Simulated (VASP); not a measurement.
Wanted: the native input for a VASP 6.6.1 run.

- Task: single point
- Functional: PBE
- Potentials or basis: VASP PAW PBE potentials, release 64 (Sb)
- Cutoff: 500 eV
- k mesh: 9 × 9 × 9
- Occupations: methfessel-paxton, width 0.05 eV
- Spin: no spin polarisation
- Dipole correction: no
- Further INCAR settings: ALGO = Normal; EDIFF = 1e-06; NBANDS = 8

The structure of Sb lies in POSCAR:

```
Sb
1.0
   -1.7016863313      1.7016863313      1.7016863313
    1.7016863313     -1.7016863313      1.7016863313
    1.7016863313      1.7016863313     -1.7016863313
Sb
1
Direct
    0.0000000000      0.0000000000      0.0000000000
```

One way to write it, as run:

INCAR

```
PREC = Accurate
ENCUT = 500
EDIFF = 1E-6
ISMEAR = 1
SIGMA = 0.05
LREAL = F
LASPH = T
NELM = 120
ALGO = Normal
ISIF = 2
LWAVE = F
LCHARG = F
GGA = PE
NBANDS = 8
GGA_COMPAT = F
```

KPOINTS

```
regular mesh
0
Gamma
  9 9 9
```

Potentials or basis: VASP PAW PBE potentials, release 64 (Sb).

Run with:

```bash
$ cat potpaw_PBE.64/Sb/POTCAR > POTCAR
$ mpirun -np 1 vasp_std > vasp.out
```

Results of the run:

```
Pressure : 41.3 GPa
```

Run time: 3.4 s on 1 thread of Intel(R) Xeon(R) Platinum 8375C CPU @ 2.90GHz (Ice Lake), on a shared host, peak memory 0.13 GiB.
